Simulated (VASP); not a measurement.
A run of VASP 6.6.1 is set up as follows.

Contents of POSCAR:

```
Eu
1.0
    3.9815891438      0.0000000000      0.0000000000
   -1.9907945719      3.4481573459      0.0000000000
    0.0000000000      0.0000000000      6.2778108679
Eu
2
Direct
    0.3333333333      0.6666666667      0.7500000000
    0.6666666667      0.3333333333      0.2500000000
```

The input INCAR.step1:

```
PREC     = Accurate       # precision mode
ENCUT    = 800            # plane-wave cutoff, eV
ISMEAR   = 0              # smearing method
SIGMA    = 0.05           # smearing width, eV
LREAL    = False          # projectors in reciprocal space
LASPH    = True           # aspherical terms in the spheres
NELM     = 200            # most SCF steps
ISPIN    = 2              # spin polarisation
MAGMOM   = 7 -7           # initial moments
LMAXMIX  = 6              # l up to which the mixer works
NBANDS   = 28             # bands
GGA      = PE             # functional
ALGO     = Normal         # electronic algorithm
EDIFF    = 1E-5           # SCF threshold, eV
LWAVE    = True           # write WAVECAR
LCHARG   = False          # write CHGCAR
GGA_COMPAT= False        
KPAR     = 4
```

The input INCAR.step2:

```
PREC     = Accurate       # precision mode
ENCUT    = 800            # plane-wave cutoff, eV
EDIFF    = 1E-6           # SCF threshold, eV
ISMEAR   = 0              # smearing method
SIGMA    = 0.05           # smearing width, eV
LREAL    = False          # projectors in reciprocal space
LASPH    = True           # aspherical terms in the spheres
NELM     = 200            # most SCF steps
ALGO     = Normal         # electronic algorithm
ISIF     = 2              # what is computed and relaxed
LWAVE    = False          # write WAVECAR
LCHARG   = False          # write CHGCAR
ISPIN    = 2              # spin polarisation
MAGMOM   = 7 -7           # initial moments
LORBIT   = 11             # projections on sites
LMAXMIX  = 6              # l up to which the mixer works
METAGGA  = R2SCAN         # meta-GGA
LMIXTAU  = True         
NBANDS   = 28             # bands
ISTART   = 1            
GGA_COMPAT= False        
KPAR     = 4
```

File KPOINTS:

```
Automatic mesh
0
Gamma
  12 12 8
```

Potentials or basis: VASP PAW PBE potentials, release 64 (Eu).

The run is started by

```sh
$ cat potpaw_PBE.64/Eu/POTCAR > POTCAR
$ cp INCAR.step1 INCAR
$ mpirun -np 4 vasp_std > vasp.out
$ cp INCAR.step2 INCAR
$ mpirun -np 4 vasp_std > vasp.out
```

What does it give for the band gap on the k mesh?

Zero (filled and empty bands overlap).

What does it give for the pressure?

0.2 GPa.

What does it give for the site moments?

Eu +6.63, -6.63 μB.

Stress tensor (GPa, compression positive):
```
-1.03  0.00  0.00
 0.00 -1.03  0.00
 0.00  0.00  2.61
```

Caveat: the PAW data sets were made with another functional, which shifts forces and pressure a little; spin-orbit coupling is left out, which moves the levels of the heavy elements. The state reached can hang on the start; a lower one may exist.
